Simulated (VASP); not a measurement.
# Os (Fd-3m) in VASP: notebook

The runs below take Os through single point, with PBE.

All numbers are computed with VASP 6.6.1; they aren't measurements. Logs are shortened: lines on timing, memory, paths and dates and some standing lists are left out, and cuts for length are marked.

### 1 The cell of the first run

Symmetry: Fd-3m, No. 227, cubic system. The conventional cell has a = 5.630 Å, b = 5.630 Å, c = 5.630 Å, α = 90.00°, β = 90.00°, γ = 90.00°. Os (site symmetry -43m) has 4 Os at 2.44 Å within 3.2 Å.

### 2 Single point, PBE (volume scaled by 1.04)

Input file INCAR:

```
SYSTEM = Os
ALGO = Normal ; EDIFF = 1E-7
ENCUT = 520 ; GGA = PE
ISIF = 2 ; ISMEAR = -1
LASPH = .True. ; LCHARG = .False.
LREAL = .False. ; LWAVE = .False.
NBANDS = 15 ; NELM = 100
PREC = Accurate ; SIGMA = 0.1
```

Input file KPOINTS:

```
k-points
0
Gamma
  11 11 11
  0 0 0
```

Input file POSCAR:

```
Os
1.0
    0.0000000000      2.8148207577      2.8148207577
    2.8148207577      0.0000000000      2.8148207577
    2.8148207577      2.8148207577      0.0000000000
Os
2
Direct
    0.1250000000      0.1250000000      0.1250000000
    0.8750000000      0.8750000000      0.8750000000
```

Potentials or basis: VASP PAW PBE potentials, release 64 (Os).

Launch:

```bash
> cat potpaw_PBE.64/Os/POTCAR > POTCAR
> mpirun -np 1 vasp_std > vasp.out
```

OUTCAR:

```text
SYSTEM = Os
   EDIFF = 1E-7
   ENCUT = 520
   GGA = PE
   ISIF = 2
   ISMEAR = -1
   LASPH = .True.
   LREAL = .False.
   NELM = 100
   PREC = Accurate

 ion  position               nearest neighbor table
   1  0.125  0.125  0.125-   2 2.44   2 2.44   2 2.44   2 2.44
   2  0.875  0.875  0.875-   1 2.44   1 2.44   1 2.44   1 2.44

  LATTYP: Found a face centered cubic cell.
 ALAT       =     5.6296415154

  Lattice vectors:

 A1 = (   0.0000000000,   2.8148207577,   2.8148207577)
 A2 = (   2.8148207577,   0.0000000000,   2.8148207577)
 A3 = (   2.8148207577,   2.8148207577,   0.0000000000)

Analysis of symmetry for initial positions (statically):
=====================================================================
 Subroutine PRICEL returns:
 Original cell was already a primitive cell.

 Routine SETGRP: Setting up the symmetry group for a
 face centered cubic supercell.

 Subroutine GETGRP returns: Found 48 space group operations
 (whereof 12 operations were pure point group operations)
 out of a pool of 48 trial point group operations.

The static configuration has the point symmetry D_3d.
 The point group associated with its full space group is O_h .

Analysis of symmetry for dynamics (positions and initial velocities):
=====================================================================
 Subroutine PRICEL returns:
 Original cell was already a primitive cell.

 Routine SETGRP: Setting up the symmetry group for a
 face centered cubic supercell.

 Subroutine GETGRP returns: Found 48 space group operations
 (whereof 12 operations were pure point group operations)
 out of a pool of 48 trial point group operations.

The dynamic configuration has the point symmetry D_3d.
 The point group associated with its full space group is O_h .

 Subroutine INISYM returns: Found 48 space group operations
 (whereof 12 operations are pure point group operations),
 and found     1 'primitive' translations

----------------------------------------------------------------------------------------

                                     Primitive cell

  volume of cell :      44.6049

  direct lattice vectors                    reciprocal lattice vectors
     0.000000000  2.814820758  2.814820758    -0.177631204  0.177631204  0.177631204
     2.814820758  0.000000000  2.814820758     0.177631204 -0.177631204  0.177631204
     2.814820758  2.814820758  0.000000000     0.177631204  0.177631204 -0.177631204

  length of vectors
     3.980757691  3.980757691  3.980757691     0.307666270  0.307666270  0.307666270

  position of ions in fractional coordinates (direct lattice)
     0.125000000  0.125000000  0.125000000
     0.875000000  0.875000000  0.875000000

  ion indices of the primitive-cell ions
   primitive index   ion index
                 1           1
                 2           2

----------------------------------------------------------------------------------------

 KPOINTS: k-points

Automatic generation of k-mesh.
 Grid dimensions read from file:
 generate k-points for:   11   11   11

 Generating k-lattice:

  Cartesian coordinates                     Fractional coordinates (reciprocal lattice)
    -0.016148291  0.016148291  0.016148291     0.090909091  0.000000000  0.000000000
     0.016148291 -0.016148291  0.016148291     0.000000000  0.090909091  0.000000000
     0.016148291  0.016148291 -0.016148291     0.000000000  0.000000000  0.090909091

  Length of vectors
     0.027969661  0.027969661  0.027969661

  Shift w.r.t. Gamma in fractional coordinates (k-lattice)
     0.000000000  0.000000000  0.000000000

 Subroutine IBZKPT returns following result:
 ===========================================

 Found     56 irreducible k-points:

 Following reciprocal coordinates:
            Coordinates               Weight
  0.000000  0.000000  0.000000      1.000000
  0.090909  0.000000  0.000000      8.000000
  0.181818  0.000000  0.000000      8.000000
  0.272727  0.000000  0.000000      8.000000
  0.363636  0.000000  0.000000      8.000000
  0.454545  0.000000  0.000000      8.000000
[... 16 lines left out ...]
 -0.272727  0.181818  0.000000     24.000000
 -0.181818  0.181818  0.000000     12.000000
 [... further k-points ...]
   k-points           NKPTS =     56   k-points in BZ     NKDIM =     56   number of bands    NBANDS=     15
   number of dos      NEDOS =    301   number of ions     NIONS =      2
   total plane-waves  NPLWV =  27000
   dimension x,y,z NGX =    30 NGY =   30 NGZ =   30
   dimension x,y,z NGXF=    60 NGYF=   60 NGZF=   60
   ions per type =               2
   NGX,Y,Z   is equivalent  to a cutoff of  12.53, 12.53, 12.53 a.u.
   NGXF,Y,Z  is equivalent  to a cutoff of  25.06, 25.06, 25.06 a.u.
 SYSTEM =  Os
   PREC   = accura    normal or accurate (medium, high low for compatibility)
   ISTART =      0    job   : 0-new  1-cont  2-samecut
   ICHARG =      2    charge: 1-file 2-atom 10-const
   ISPIN  =      1    spin polarized calculation?
   LNONCOLLINEAR =      F non collinear calculations
   LSORBIT =      F    spin-orbit coupling
   LASPH  =      T    aspherical Exc in radial PAW
   ENCUT  =  520.0 eV  38.22 Ry    6.18 a.u.   7.40  7.40  7.40*2*pi/ulx,y,z
   NELM   =    100;   NELMIN=  2; NELMDL= -5     # of ELM steps
   EDIFF  = 0.1E-06   stopping-criterion for ELM
   LREAL  =      F    real-space projection
   EDIFFG = 0.1E-05   stopping-criterion for IOM
   NSW    =      0    number of steps for IOM
   IBRION =     -1    ionic relax: 0-MD 1-quasi-New 2-CG
   NFREE  =      0    steps in history (QN), initial steepest desc. (CG)
   ISIF   =      2    stress and relaxation
   ISYM   =      2    0-nonsym 1-usesym 2-fastsym
   POTIM  = 0.5000    time-step for ionic-motion
   TEBEG  =    0.0;   TEEND  =   0.0 temperature during run
   PSTRESS=    0.0 pullay stress
   NELECT =      16.0000    total number of electrons
   NUPDOWN=      -1.0000    fix difference up-down
   EMIN   =  10.00;   EMAX   =-10.00  energy-range for DOS
   EFERMI =   0.00;   METHOD = LEGACY
   ISMEAR =    -1;   SIGMA  =   0.10  broadening in eV -4-tet -1-fermi 0-gaus
   EFERMI_NEDOS =   21; number of points for ismear=-14 and -15
   IALGO  =     38    algorithm
   IMIX   =      4    mixing-type and parameters
     AMIX     =   0.40;   BMIX     =  1.00
     AMIX_MAG =   1.60;   BMIX_MAG =  1.00
  volume/ion in A,a.u.               =      22.30       150.50
  Fermi-wavevector in a.u.,A,eV,Ry     =   1.163199  2.198128 18.409122  1.353032
  Thomas-Fermi vector in A             =   2.299752
   LORBIT       =      0    0 simple, 1 ext, 2 COOP (PROOUT), +10 PAW based schemes
   GGA     = PE    functional components
   LHFCALC =     F    Hartree Fock is set to
   AEXX    =    0.0000 exact exchange contribution
   IVDW    =     0    specifies the selected vdW correction
   LEPSILON=     F    determine dielectric tensor
   LRPA    =     F    only Hartree local field effects (RPA)
 non-spin polarized calculation
  energy-cutoff  :      520.00
  volume of cell :       44.60
 maximum number of plane-waves:      1243
 NGX is ok and might be reduce to    30
   NGX = 15   NGY = 15   NGZ = 15

 number of electron      15.9999999 magnetization

 Free energy of the ion-electron system (eV)
  ---------------------------------------------------
  ext. energy  EPLUGINS =         0.00000000
  ---------------------------------------------------
  free energy    TOTEN  =       -19.97823258 eV

  energy without entropy =      -19.91643375  energy(sigma->0) =      -19.94733316

 E-fermi :   3.9867     XC(G=0): -11.0188

 val. band max:        3.9598151531   @ k =   0.4545   0.2727   0.0000
 cond. band min:       3.9940742765   @ k =   0.4545   0.3636   0.0909
 fundamental gap:      0.0342591234
 Fermi energy:         3.9866591147

 k-point     1 :       0.0000    0.0000    0.0000
  band No.  band energies     occupation
      1      -3.3285      2.00000
      2       0.0488      2.00000
      3       0.0488      2.00000
      4       0.5737      2.00000
      5       0.5737      2.00000
      6       0.5737      2.00000
      7       3.4566      1.99008
      8       3.4566      1.99008
      9       3.4566      1.99008
     10       6.3307      0.00000
     11       6.3307      0.00000
     12      15.0708      0.00000
     13      15.0813      0.00000
     14      16.6591      0.00000
     15      16.6591      0.00000

 k-point     2 :       0.0909    0.0000    0.0000
  band No.  band energies     occupation
      1      -3.1842      2.00000
      2      -0.0408      2.00000
      3      -0.0408      2.00000
      4       0.5550      2.00000
      5       0.7206      2.00000
      6       0.7206      2.00000
      7       3.3050      1.99781
      8       3.4359      1.99192
      9       3.4359      1.99192
     10       6.3189      0.00000
     11       6.3189      0.00000
     12      14.4213      0.00000
     13      15.0219      0.00000
     14      16.3564      0.00000
     15      16.4618      0.00000

 k-point     3 :       0.1818    0.0000    0.0000
  band No.  band energies     occupation
      1      -2.7723      2.00000
      2      -0.1389      2.00000
      3      -0.1389      2.00000
      4       0.5084      2.00000
      5       0.9383      2.00000
      6       0.9383      2.00000
      7       2.9359      1.99995
      8       3.4352      1.99197
      9       3.4352      1.99197
     10       6.2695      0.00000
     11       6.2695      0.00000
     12      12.4656      0.00000
     13      14.4520      0.00000
     14      15.5717      0.00000
     15      15.5717      0.00000

 k-point     4 :       0.2727    0.0000    0.0000
  band No.  band energies     occupation
      1      -2.1656      2.00000
      2      -0.1322      2.00000
      3      -0.1322      2.00000
      4       0.4472      2.00000
      5       0.9938      2.00000
      6       0.9938      2.00000
      7       2.5544      2.00000
      8       3.5889      1.96322
      9       3.5889      1.96322
     10       6.1512      0.00000
     11       6.1512      0.00000
     12      10.1794      0.00000
     13      14.0758      0.00000
     14      14.5759      0.00000
     15      14.5759      0.00000
[... 307 lines left out ...]
 k-point    22 :      -0.3636    0.1818    0.0000
  band No.  band energies     occupation
      1      -0.8475      2.00000
      2      -0.2400      2.00000
      3      -0.1659      2.00000
      4       0.2899      2.00000
      5       0.7068      2.00000
      6       1.4546      2.00000
      7       3.0399      1.99985
      8       3.3308      1.99717
      9       4.3839      0.03696
     10       5.3521      0.00000
     11       6.3360      0.00000
     12       7.2704      0.00000
     13      10.4702      0.00000
     14      12.4958      0.00000
     15      14.5518      0.00000

 k-point    23 :      -0.2727    0.1818    0.0000
  band No.  band energies     occupation
      1      -1.3348      2.00000
      2      -0.3487      2.00000
      3      -0.0136      2.00000
      4       0.3193      2.00000
      5       0.6335      2.00000
      6       1.6516      2.00000
      7       2.8062      1.99999
      8       2.9993      1.99990
      9       4.5391      0.00795
     10       5.0630      0.00004
     11       6.5508      0.00000
     12       8.8491      0.00000
     13      10.6549      0.00000
     14      13.5736      0.00000
     15      14.6413      0.00000

 k-point    24 :      -0.1818    0.1818    0.0000
  band No.  band energies     occupation
      1      -1.9444      2.00000
      2      -0.4128      2.00000
      3       0.1769      2.00000
      4       0.2606      2.00000
      5       0.7279      2.00000
      6       1.5538      2.00000
      7       2.6651      2.00000
      8       2.9911      1.99991
      9       4.1656      0.28621
     10       5.4518      0.00000
     11       6.5878      0.00000
     12      10.7096      0.00000
     13      11.3590      0.00000
     14      14.6837      0.00000
     15      14.8313      0.00000

 [... further k-points ...]
[... 5 lines left out ...]
  --------------------------------------------------------------------------------------
  -------------------------------------------------------------------------------------
  Total       -2.2998064     -2.2998064     -2.2998064      0.0000000      0.0000000      0.0000000
  in kB      -82.6075274    -82.6075274    -82.6075274      0.0000000      0.0000000      0.0000000
  external PRESSURE =     -82.6075274 kB  Pullay stress =       0.0000000 kB

 VOLUME and BASIS-vectors are now :
 -----------------------------------------------------------------------------
  energy-cutoff  :      520.00
  volume of cell :       44.60
      direct lattice vectors                 reciprocal lattice vectors
     0.000000000  2.814820758  2.814820758    -0.177631204  0.177631204  0.177631204
     2.814820758  0.000000000  2.814820758     0.177631204 -0.177631204  0.177631204
     2.814820758  2.814820758  0.000000000     0.177631204  0.177631204 -0.177631204

 POSITION                                       TOTAL-FORCE (eV/Angst)
 -----------------------------------------------------------------------------------
      0.70371      0.70371      0.70371         0.000000      0.000000     -0.000000
      4.92594      4.92594      4.92594        -0.000000     -0.000000      0.000000
 -----------------------------------------------------------------------------------
    total drift:                               -0.000000      0.000000      0.000000

  FREE ENERGIE OF THE ION-ELECTRON SYSTEM (eV)
  ---------------------------------------------------
  free  energy   TOTEN  =       -19.9782325751 eV

  energy  without entropy=      -19.9164337451  energy(sigma->0) =      -19.94733316
```

Run time: 20 s. Hardware: 1 thread of Intel Xeon 6975P-C (Granite Rapids), shared host; peak memory 0.18 GiB.

Results:

```yaml
Free_energy: -19.9782 eV
Pressure: -8.3 GPa
Band_gap_on_the_k_mesh: zero (band 8 reaches 4.40 eV, above the bottom of band 9 at 3.44 eV)
```

Caveat: the cell differs from its parent crystal (volume scaled by 1.04); spin-orbit coupling is left out, which moves the levels of the heavy elements.

### 3 Single point, PBE (volume scaled by 1.08)

Input file INCAR:

```
SYSTEM = Os
  PREC = Accurate
  ENCUT = 520
  EDIFF = 1E-6
  ISMEAR = -1
  SIGMA = 0.1
  LREAL = .False.
  LASPH = .True.
  NELM = 60
  ALGO = Normal
  ISIF = 2
  LWAVE = .False.
  LCHARG = .False.
  GGA = PE
  NBANDS = 15
```

Input file KPOINTS:

```
Automatic mesh
0
Gamma
  11 11 11
  0 0 0
```

Input file POSCAR:

```
Os
1.0
    0.0000000000      2.8504551831      2.8504551831
    2.8504551831      0.0000000000      2.8504551831
    2.8504551831      2.8504551831      0.0000000000
Os
2
Direct
    0.1250000000      0.1250000000      0.1250000000
    0.8750000000      0.8750000000      0.8750000000
```

Potentials or basis: VASP PAW PBE potentials, release 64 (Os).

Launch:

```bash
> cat potpaw_PBE.64/Os/POTCAR > POTCAR
> mpirun -np 1 vasp_std > vasp.out
```

Run time: 17 s. Hardware: 1 thread of Intel Xeon 6975P-C (Granite Rapids), shared host; peak memory 0.18 GiB.

It converged, with:

```
Free energy            : -19.8587 eV
Pressure               : -14.0 GPa
Band gap on the k mesh : zero (band 8 reaches 4.01 eV, above the bottom of band 9 at 3.09 eV)
```

Levels at points of the mesh, in eV from the Fermi level:
```tsv
k point	band 4	band 5	band 6	band 7	band 8	band 9	band 10	band 11	band 12	band 13
(0.00, 0.00, 0.00)	-3.28	-3.28	-3.28	-0.51	-0.51	-0.51	2.19	2.19	10.88	10.93
```

Caveat: the cell differs from its parent crystal (volume scaled by 1.08); spin-orbit coupling is left out, which moves the levels of the heavy elements.

### 4 Single point, PBE (volume scaled by 1.12)

Input file INCAR:

```
PREC     = Accurate       # precision mode
ENCUT    = 520            # plane-wave cutoff, eV
EDIFF    = 1E-6           # SCF threshold, eV
ISMEAR   = -1             # smearing method
SIGMA    = 0.1            # smearing width, eV
LREAL    = F              # projectors in reciprocal space
LASPH    = T              # aspherical terms in the spheres
NELM     = 100            # most SCF steps
ALGO     = Normal         # electronic algorithm
ISIF     = 2              # what is computed and relaxed
LWAVE    = F              # write WAVECAR
LCHARG   = F              # write CHGCAR
GGA      = PE             # functional
NBANDS   = 15             # bands
```

Input file KPOINTS:

```
regular mesh
0
Gamma
  11 11 11
```

Input file POSCAR:

```
Os
1.0
    0.0000000000      2.8852202579      2.8852202579
    2.8852202579      0.0000000000      2.8852202579
    2.8852202579      2.8852202579      0.0000000000
Os
2
Direct
    0.1250000000      0.1250000000      0.1250000000
    0.8750000000      0.8750000000      0.8750000000
```

Launch:

```bash
> cat potpaw_PBE.64/Os/POTCAR > POTCAR
> mpirun -np 1 vasp_std > vasp.out
```

Run time: 21 s. Hardware: 1 thread of Intel Xeon 6975P-C (Granite Rapids), shared host; peak memory 0.18 GiB.

It converged, with:

| Property | Result |
| --- | --- |
| Free energy | -19.6847 eV |
| Pressure | -18.5 GPa |
| Band gap on the k mesh | zero (band 8 reaches 3.65 eV, above the bottom of band 9 at 2.78 eV) |

Levels at points of the mesh, in eV from the Fermi level:
```
           k point  band 5  band 6  band 7  band 8  band 9  band 10  band 11  band 12
(0.00, 0.00, 0.00)   -3.16   -3.16   -0.49   -0.49   -0.49     2.05     2.05    10.69
```

Caveat: the cell differs from its parent crystal (volume scaled by 1.12); spin-orbit coupling is left out, which moves the levels of the heavy elements.

### 5 Single point, PBE

This run uses another cell than the first one, of 21.44 Å³/atom, 0.962 times its volume.

Input file INCAR:

```
SYSTEM = Os
ALGO = Normal
EDIFF = 1E-7
ENCUT = 520
GGA = PE
ISIF = 2
ISMEAR = -1
LASPH = .TRUE.
LCHARG = .FALSE.
LREAL = .FALSE.
LWAVE = .FALSE.
NBANDS = 15
NELM = 100
PREC = Accurate
SIGMA = 0.1
```

Input file KPOINTS:

```
k-points
0
G
  16 16 16
  0 0 0
```

Input file POSCAR:

```
Os
1.0
    0.0000000000      2.7782605058      2.7782605058
    2.7782605058      0.0000000000      2.7782605058
    2.7782605058      2.7782605058      0.0000000000
Os
2
Direct
    0.1250000000      0.1250000000      0.1250000000
    0.8750000000      0.8750000000      0.8750000000
```

Launch:

```bash
> cat potpaw_PBE.64/Os/POTCAR > POTCAR
> mpirun -np 1 vasp_std > vasp.out
```

Run time: 46 s. Hardware: 1 thread of Intel Xeon 6975P-C (Granite Rapids), shared host; peak memory 0.22 GiB.

Results (log left out):

```yaml
Free_energy: -20.0296 eV
Pressure: -1.1 GPa
Band_gap_on_the_k_mesh: zero (band 8 reaches 5.02 eV, above the bottom of band 9 at 3.80 eV)
```

Levels at points of the mesh, in eV from the Fermi level:
```csv
k point,band 6,band 7,band 8,band 9,band 10,band 11
"(0.00, 0.00, 0.00)",-3.55,-0.55,-0.55,-0.55,2.51,2.51
"(0.50, 0.00, 0.00)",-3.78,-1.49,0.37,0.37,1.82,1.82
"(0.50, 0.50, 0.00)",-2.83,-1.27,-1.27,2.18,2.18,3.36
```

Caveat: spin-orbit coupling is left out, which moves the levels of the heavy elements.

### 6 Summary

| cell | k mesh | gap on the mesh (eV) | pressure (GPa) |
| --- | --- | --- | --- |
| a = 3.981 Å, angles 60.0°, 2 atoms | 11 × 11 × 11 | none | -8.3 |
| a = 4.031 Å, angles 60.0°, 2 atoms | 11 × 11 × 11 | none | -14.0 |
| a = 4.080 Å, angles 60.0°, 2 atoms | 11 × 11 × 11 | none | -18.5 |
| a = 3.929 Å, angles 60.0°, 2 atoms | 16 × 16 × 16 | none | -1.1 |

Alike in all rows: task single point; level PBE; potentials or basis VASP PAW PBE potentials, release 64 (Os); no spin polarisation; cutoff (eV) 520; smearing fermi-dirac 0.1 eV.

Caveats: spin-orbit coupling is left out, which moves the levels of the heavy elements.

Total energies depend on the potentials used, so only differences within one code and one set of settings carry meaning.
